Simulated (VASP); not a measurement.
Set up this calculation in VASP 6.6.1, as the native input.

```yaml
Task: single point
Functional: PBE
Potentials_or_basis: VASP PAW PBE potentials, release 64 (Ti_sv, Zn, H)
Cutoff: 520 eV
k_mesh: 10 × 10 × 10
Occupations: gaussian, width 0.1 eV
Spin: no spin polarisation
Dipole_correction: no
Further_INCAR_settings: ALGO = Normal; EDIFF = 1e-07; NBANDS = 32
```

The structure of Ti3ZnH lies in POSCAR:

```
Ti3ZnH
1.0
    4.0873541805      0.0000000000      0.0000000000
    0.0000000000      4.0873541805      0.0000000000
    0.0000000000      0.0000000000      4.0873541805
Ti Zn H
3 1 1
Direct
    0.0000000000      0.5000000000      0.5000000000
    0.5000000000      0.5000000000      0.0000000000
    0.5000000000      0.0000000000      0.5000000000
    0.0000000000      0.0000000000      0.0000000000
    0.5000000000      0.5000000000      0.5000000000
```

This cell differs from its parent crystal: volume scaled by 1.03.

One way to write it, as run:

INCAR

```
SYSTEM = Ti3ZnH
  PREC = Accurate
  ENCUT = 520
  EDIFF = 1E-7
  ISMEAR = 0
  SIGMA = 0.1
  LREAL = .False.
  LASPH = .True.
  NELM = 100
  ALGO = Normal
  ISIF = 2
  LWAVE = .False.
  LCHARG = .False.
  GGA = PE
  NBANDS = 32
```

KPOINTS

```
regular mesh
0
Gamma
  10 10 10
  0 0 0
```

Potentials or basis: VASP PAW PBE potentials, release 64 (Ti_sv, Zn, H).

Run with:

```console
$ cat potpaw_PBE.64/Ti_sv/POTCAR potpaw_PBE.64/Zn/POTCAR potpaw_PBE.64/H/POTCAR > POTCAR
$ mpirun -np 1 vasp_std > vasp.out
```

It gave:

The pressure is -3.3 GPa.

It took 90 s on 1 thread of AMD EPYC 7R43 64-Core Processor (Zen 3), with other jobs on the host, peak memory 0.21 GiB.
